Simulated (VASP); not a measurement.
Set up this calculation in VASP 6.6.1, as the native input.

| Item | Value |
| --- | --- |
| Task | single point |
| Functional | PBE |
| Potentials or basis | VASP PAW PBE potentials, release 64 (Si, C) |
| Cutoff | 520 eV |
| k mesh | 10 × 10 × 6 |
| Occupations | gaussian, width 0.02 eV |
| Spin | no spin polarisation |
| Dipole correction | no |
| Further INCAR settings | ALGO = Normal; EDIFF = 1e-06; NBANDS = 16 |

The structure of SiC lies in POSCAR:

```
SiC
1.0
    2.1898629709      2.1898629709      0.0000000000
   -2.1898629709      2.1898629709      0.0000000000
    0.0000000000      0.0000000000      4.3797259417
Si C
2 2
Direct
    0.5000000000      0.0000000000      0.7500000000
    0.0000000000      0.5000000000      0.2500000000
    0.0000000000      0.0000000000      0.0000000000
    0.5000000000      0.5000000000      0.5000000000
```

One way to write it, as run:

INCAR

```
PREC = Accurate
ENCUT = 520
EDIFF = 1E-6
ISMEAR = 0
SIGMA = 0.02
LREAL = F
LASPH = T
NELM = 60
ALGO = Normal
ISIF = 2
LWAVE = F
LCHARG = F
GGA = PE
NBANDS = 16
```

KPOINTS

```
regular mesh
0
Gamma
  10 10 6
```

Potentials or basis: VASP PAW PBE potentials, release 64 (Si, C).

Launch:

```console
$ cat potpaw_PBE.64/Si/POTCAR potpaw_PBE.64/C/POTCAR > POTCAR
$ mpirun -np 1 vasp_std > vasp.out
```

It gave:

```json
{
  "Pressure": "-0.1 GPa",
  "Band gap on the k mesh": "1.37 eV"
}
```

Run time: 54 s on 1 thread of Intel Xeon 8259CL (shared host), peak memory 0.18 GiB.
